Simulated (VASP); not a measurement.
# BIr12 in VASP: relaxation of the atoms with PBE

Aim: the relaxation of the atoms of BIr12 with PBE.

All numbers are computed with VASP 6.6.1; they aren't measurements. Logs are shortened: lines on timing, memory, paths and dates and some standing lists are left out, and cuts for length are marked.

### Step 1. The cell of the first run

The cell holds a slab with vacuum, 13 atoms: a = 5.431 Å, b = 5.431 Å, c = 15.434 Å, α = 90.00°, β = 90.00°, γ = 60.00°.

### Step 2. Relaxation of the atoms, PBE

INCAR reads:

```
PREC = Accurate ; ENCUT = 520
EDIFF = 1E-6 ; ISMEAR = 0
SIGMA = 0.05 ; LREAL = F
LASPH = T ; NELM = 80
ALGO = Normal ; ISIF = 2
LWAVE = F ; LCHARG = F
GGA = PE ; IBRION = 2
NSW = 80 ; EDIFFG = -0.03
```

KPOINTS reads:

```
regular mesh
0
Gamma
  4 4 1
```

POSCAR reads:

```
BIr12
1.0
    5.4305800000      0.0000000000      0.0000000000
    2.7152900000      4.7030200000      0.0000000000
    0.0000000000      0.0000000000     15.4340500000
Ir B
12 1
Selective dynamics
Direct
    0.1666666600      0.1666666800      0.0647918100  F F F
    0.6666666700      0.1666666800      0.0647918100  F F F
    0.1666666500      0.6666667100      0.0647918100  F F F
    0.6666666600      0.6666667100      0.0647918100  F F F
   -0.1666666800      0.3333333600      0.2084368700  T T T
    0.3333333300      0.3333333600      0.2084368700  T T T
   -0.1666666900      0.8333333900      0.2084368700  T T T
    0.3333333200      0.8333333900      0.2084368700  T T T
    0.0000000000      0.0000000000      0.3520819300  T T T
    0.5000000100      0.0000000000      0.3520819300  T T T
   -0.0000000100      0.5000000300      0.3520819300  T T T
    0.4999999900      0.5000000300      0.3520819300  T T T
    0.3333333200      0.8333333900      0.4622280000  T T T
```

Potentials or basis: VASP PAW PBE potentials, release 64 (Ir, B).

Run with:

```
$ cat potpaw_PBE.64/Ir/POTCAR potpaw_PBE.64/B/POTCAR > POTCAR
$ mpirun -np 1 vasp_std > vasp.out
```

OUTCAR:

```text
PREC = Accurate
   ENCUT = 520
   EDIFF = 1E-6
   ISMEAR = 0
   LREAL = F
   LASPH = T
   NELM = 80
   ISIF = 2
   GGA = PE
   IBRION = 2
   NSW = 80
   EDIFFG = -0.03

 ion  position               nearest neighbor table
   1  0.167  0.167  0.065-   3 2.72   4 2.72   8 2.72   2 2.72   4 2.72   3 2.72   5 2.72   2 2.72
                             6 2.72
   2  0.667  0.167  0.065-   4 2.72   3 2.72   7 2.72   1 2.72   5 2.72   3 2.72   4 2.72   6 2.72
                             1 2.72
   3  0.167  0.667  0.065-   1 2.72   2 2.72   4 2.72   6 2.72   2 2.72   1 2.72   7 2.72   4 2.72
                             8 2.72
   4  0.667  0.667  0.065-   2 2.72   1 2.72   3 2.72   1 2.72   7 2.72   5 2.72   2 2.72   8 2.72
                             3 2.72
   5  0.833  0.333  0.208-   7 2.72   8 2.72   6 2.72   8 2.72  12 2.72   2 2.72   4 2.72   7 2.72
                             1 2.72  11 2.72   6 2.72   9 2.72
   6  0.333  0.333  0.208-   7 2.72   8 2.72   5 2.72  12 2.72   3 2.72   8 2.72   7 2.72   2 2.72
                            11 2.72   5 2.72  10 2.72   1 2.72
   7  0.833  0.833  0.208-   5 2.72   6 2.72   2 2.72  10 2.72   9 2.72   8 2.72   4 2.72   5 2.72
                             6 2.72   3 2.72   8 2.72  11 2.72
   8  0.333  0.833  0.208-   6 2.72   5 2.72   1 2.72  10 2.72   7 2.72   5 2.72   9 2.72   6 2.72
                             4 2.72   7 2.72  12 2.72   3 2.72
   9  0.000  0.000  0.352-  13 2.31  11 2.72  12 2.72   7 2.72  10 2.72   8 2.72  12 2.72  11 2.72
                            10 2.72   5 2.72
  10  0.500  0.000  0.352-  13 2.31  11 2.72  12 2.72   7 2.72   8 2.72   9 2.72  12 2.72  11 2.72
                             9 2.72   6 2.72
  11  1.000  0.500  0.352-   9 2.72  10 2.72  12 2.72  12 2.72   9 2.72  10 2.72   6 2.72   5 2.72
                             7 2.72
  12  0.500  0.500  0.352-  13 2.31  10 2.72   9 2.72  11 2.72  11 2.72  10 2.72   9 2.72   5 2.72
                             6 2.72   8 2.72
  13  0.333  0.833  0.462-  10 2.31   9 2.31  12 2.31

  LATTYP: Found a hexagonal cell.
 ALAT       =     5.4305797945
 C/A-ratio  =     2.8420630180

  Lattice vectors:

 A1 = (  -2.7152900000,  -4.7030200000,   0.0000000000)
 A2 = (   5.4305800000,   0.0000000000,   0.0000000000)
 A3 = (   0.0000000000,   0.0000000000,  15.4340500000)

Analysis of symmetry for initial positions (statically):
=====================================================================
 Subroutine PRICEL returns:
 Original cell was already a primitive cell.

 Routine SETGRP: Setting up the symmetry group for a
 hexagonal supercell.

 Subroutine GETGRP returns: Found  6 space group operations
 (whereof  2 operations were pure point group operations)
 out of a pool of 24 trial point group operations.

The static configuration has the point symmetry C_1h.
 The point group associated with its full space group is C_3v.

Analysis of symmetry for dynamics (positions and initial velocities):
=====================================================================
 Subroutine PRICEL returns:
 Original cell was already a primitive cell.

 Routine SETGRP: Setting up the symmetry group for a
 hexagonal supercell.

 Subroutine GETGRP returns: Found  6 space group operations
 (whereof  2 operations were pure point group operations)
 out of a pool of 24 trial point group operations.

The dynamic configuration has the point symmetry C_1h.
 The point group associated with its full space group is C_3v.

Analysis of constrained symmetry for selective dynamics:
=====================================================================
 Subroutine PRICEL returns:
 Original cell was already a primitive cell.

 Routine SETGRP: Setting up the symmetry group for a
 hexagonal supercell.

 Subroutine GETGRP returns: Found  6 space group operations
 (whereof  2 operations were pure point group operations)
 out of a pool of 24 trial point group operations.

The constrained configuration has the point symmetry C_1h.
 The point group associated with its full space group is C_3v.

 Subroutine INISYM returns: Found  6 space group operations
 (whereof  2 operations are pure point group operations),
 and found     1 'primitive' translations

----------------------------------------------------------------------------------------

                                     Primitive cell

  volume of cell :     394.1876

  direct lattice vectors                    reciprocal lattice vectors
[... 31 lines left out ...]
                 8           8
                 9           9
                10          10
                11          11
                12          12
                13          13

----------------------------------------------------------------------------------------

 KPOINTS: regular mesh

Automatic generation of k-mesh.
 Grid dimensions read from file:
 generate k-points for:    4    4    1

 Generating k-lattice:

  Cartesian coordinates                     Fractional coordinates (reciprocal lattice)
     0.046035598 -0.026578666  0.000000000     0.250000000  0.000000000  0.000000000
     0.000000000  0.053157333  0.000000000     0.000000000  0.250000000  0.000000000
     0.000000000  0.000000000  0.064791808     0.000000000  0.000000000  1.000000000

  Length of vectors
     0.053157331  0.053157333  0.064791808

  Shift w.r.t. Gamma in fractional coordinates (k-lattice)
     0.000000000  0.000000000  0.000000000

 Subroutine IBZKPT returns following result:
 ===========================================

 Found      4 irreducible k-points:

 Following reciprocal coordinates:
            Coordinates               Weight
  0.000000  0.000000  0.000000      1.000000
  0.250000  0.000000  0.000000      6.000000
  0.500000  0.000000  0.000000      3.000000
  0.500000  0.250000  0.000000      6.000000
   k-points           NKPTS =      4   k-points in BZ     NKDIM =      4   number of bands    NBANDS=     66
   number of dos      NEDOS =    301   number of ions     NIONS =     13
   total plane-waves  NPLWV = 192000
   dimension x,y,z NGX =    40 NGY =   40 NGZ =  120
   dimension x,y,z NGXF=    80 NGYF=   80 NGZF=  240
   ions per type =              12   1
   NGX,Y,Z   is equivalent  to a cutoff of  12.25, 12.25, 12.93 a.u.
   NGXF,Y,Z  is equivalent  to a cutoff of  24.49, 24.49, 25.85 a.u.
 SYSTEM =  unknown system
   PREC   = accura    normal or accurate (medium, high low for compatibility)
   ISTART =      0    job   : 0-new  1-cont  2-samecut
   ICHARG =      2    charge: 1-file 2-atom 10-const
   ISPIN  =      1    spin polarized calculation?
   LNONCOLLINEAR =      F non collinear calculations
   LSORBIT =      F    spin-orbit coupling
   LASPH  =      T    aspherical Exc in radial PAW
   ENCUT  =  520.0 eV  38.22 Ry    6.18 a.u.  10.10 10.10 28.70*2*pi/ulx,y,z
   NELM   =     80;   NELMIN=  2; NELMDL= -5     # of ELM steps
   EDIFF  = 0.1E-05   stopping-criterion for ELM
   LREAL  =      F    real-space projection
   EDIFFG = -.3E-01   stopping-criterion for IOM
   NSW    =     80    number of steps for IOM
   IBRION =      2    ionic relax: 0-MD 1-quasi-New 2-CG
   NFREE  =      1    steps in history (QN), initial steepest desc. (CG)
   ISIF   =      2    stress and relaxation
   ISYM   =      2    0-nonsym 1-usesym 2-fastsym
   POTIM  = 0.5000    time-step for ionic-motion
   TEBEG  =    0.0;   TEEND  =   0.0 temperature during run
   PSTRESS=    0.0 pullay stress
   NELECT =     111.0000    total number of electrons
   NUPDOWN=      -1.0000    fix difference up-down
   EMIN   =  10.00;   EMAX   =-10.00  energy-range for DOS
   EFERMI =   0.00;   METHOD = LEGACY
   ISMEAR =     0;   SIGMA  =   0.05  broadening in eV -4-tet -1-fermi 0-gaus
   EFERMI_NEDOS =   21; number of points for ismear=-14 and -15
   IALGO  =     38    algorithm
   IMIX   =      4    mixing-type and parameters
     AMIX     =   0.40;   BMIX     =  1.00
     AMIX_MAG =   1.60;   BMIX_MAG =  1.00
  volume/ion in A,a.u.               =      30.32       204.62
  Fermi-wavevector in a.u.,A,eV,Ry     =   1.073037  2.027747 15.665873  1.151409
  Thomas-Fermi vector in A             =   2.208825
   LORBIT       =      0    0 simple, 1 ext, 2 COOP (PROOUT), +10 PAW based schemes
   GGA     = PE    functional components
   LHFCALC =     F    Hartree Fock is set to
   AEXX    =    0.0000 exact exchange contribution
   IVDW    =     0    specifies the selected vdW correction
   LEPSILON=     F    determine dielectric tensor
   LRPA    =     F    only Hartree local field effects (RPA)
 conjugate gradient relaxation of ions
 non-spin polarized calculation
 Gauss-broadening in eV      SIGMA  =   0.05
  energy-cutoff  :      520.00
  volume of cell :      394.19
 maximum number of plane-waves:     10640
   NGX = 21   NGY = 21   NGZ = 57

--------------------------------------- Ionic step        1  -------------------------------------------

 number of electron     111.0000002 magnetization

 Free energy of the ion-electron system (eV)
  ---------------------------------------------------
  ext. energy  EPLUGINS =         0.00000000
  ---------------------------------------------------
  free energy    TOTEN  =      -104.37406208 eV

  energy without entropy =     -104.36114772  energy(sigma->0) =     -104.36760490

------------------------ aborting loop because EDIFF is reached ----------------------------------------

  FORCE on cell =-STRESS in cart. coord.  units (eV):
  Direction    XX          YY          ZZ          XY          YZ          ZX
  --------------------------------------------------------------------------------------
  -------------------------------------------------------------------------------------
  Total       -7.6604291     -7.6604284     -8.4360155      0.0000000     -0.0000000     -0.0000000
  in kB      -31.1358508    -31.1358476    -34.2882253      0.0000000     -0.0000000     -0.0000000
  external PRESSURE =     -32.1866412 kB  Pullay stress =       0.0000000 kB
[... 122 lines left out ...]
  FREE ENERGIE OF THE ION-ELECTRON SYSTEM (eV)
  ---------------------------------------------------
  free  energy   TOTEN  =      -105.3792493871 eV

  energy  without entropy=     -105.3670533490  energy(sigma->0) =     -105.37315137

[... ionic steps 4 to 13 ...]

--------------------------------------- Ionic step       14  -------------------------------------------

 number of electron     111.0000004 magnetization

------------------------ aborting loop because EDIFF is reached ----------------------------------------
[... 89 lines left out ...]
--------------------------------------- Ionic step       16  -------------------------------------------

 number of electron     111.0000004 magnetization

 Free energy of the ion-electron system (eV)
  ---------------------------------------------------
  ext. energy  EPLUGINS =         0.00000000
  ---------------------------------------------------
  free energy    TOTEN  =      -105.53477660 eV

  energy without entropy =     -105.52241327  energy(sigma->0) =     -105.52859494

 E-fermi :   1.5584     XC(G=0):  -7.4733

 val. band max:        1.5570431367   @ k =   0.0000   0.0000   0.0000
 cond. band min:       1.6171850644   @ k =   0.2500   0.0000   0.0000
 fundamental gap:      0.0601419276
 Fermi energy:         1.5584314185

 k-point     1 :       0.0000    0.0000    0.0000
  band No.  band energies     occupation
      1      -8.8983      2.00000
      2      -7.7342      2.00000
      3      -6.3148      2.00000
      4      -5.9582      2.00000
      5      -5.8174      2.00000
      6      -5.8174      2.00000
[... 305 lines left out ...]
  FREE ENERGIE OF THE ION-ELECTRON SYSTEM (eV)
  ---------------------------------------------------
  free  energy   TOTEN  =      -105.5347765981 eV

  energy  without entropy=     -105.5224132735  energy(sigma->0) =     -105.52859494

 reached required accuracy - stopping structural energy minimisation
```

It took 59 min on 1 thread of Oxide Virtual Turin-like, shared host; peak memory 0.49 GiB.

What came out:

```
Free energy               : -105.5348 eV
Energy gained by relaxing : 89.3 meV/atom
Ionic steps               : 16
Band gap on the k mesh    : zero (an odd number of electrons rules out a gap without spin polarisation)
```

The path:
| step | energy change (eV) | largest force on free atoms (eV/Å) | pressure (GPa) |
| --- | --- | --- | --- |
| 1 | 0.0000 | 3.8391 | -3.22 |
| 2 | -0.8176 | 2.4185 | -3.03 |
| 3 | -1.0052 | 1.3495 | -2.29 |
| 4 | -1.0074 | 1.1940 | -2.41 |
| 5 | -1.1150 | 0.4685 | -2.20 |
| 6 | -1.1175 | 0.4600 | -2.26 |
| 7 | -1.1353 | 0.2213 | -1.98 |
| 8 | -1.1401 | 0.2852 | -1.73 |
| 9 | -1.1507 | 0.1865 | -1.46 |
| 10 | -1.1510 | 0.2158 | -1.41 |
| 11 | -1.1584 | 0.1787 | -1.05 |
| 12 | -1.1585 | 0.1793 | -1.00 |
| 13 | -1.1605 | 0.0502 | -0.89 |
| 14 | -1.1605 | 0.0487 | -0.89 |
| 15 | -1.1606 | 0.0490 | -0.85 |
| 16 | -1.1607 | 0.0181 | -0.87 |

Final structure:
```xyz
13
Lattice="5.4306 0.0000 0.0000 2.7153 4.7030 0.0000 0.0000 0.0000 15.4340" Properties=species:S:1:pos:R:3 pbc="T T T"
Ir    1.3576    0.7838    1.0000
Ir    4.0729    0.7838    1.0000
Ir    2.7153    3.1353    1.0000
Ir    5.4306    3.1353    1.0000
Ir    5.4356    1.5706    3.2100
Ir    2.7103    1.5706    3.2100
Ir    6.7882    3.9134    3.2100
Ir    4.0729    3.9192    3.1619
Ir    5.3832    0.0273    5.4695
Ir    2.7626    0.0273    5.4695
Ir    6.7882    2.3515    5.3783
Ir    4.0729    2.2968    5.4695
B     4.0729    3.9192    6.6839
```

Caveat: there is no dipole correction, which matters where the two faces differ; spin-orbit coupling is left out, which moves the levels of the heavy elements.

The gap in the log of VASP goes by the Fermi energy; the results here count the filled bands.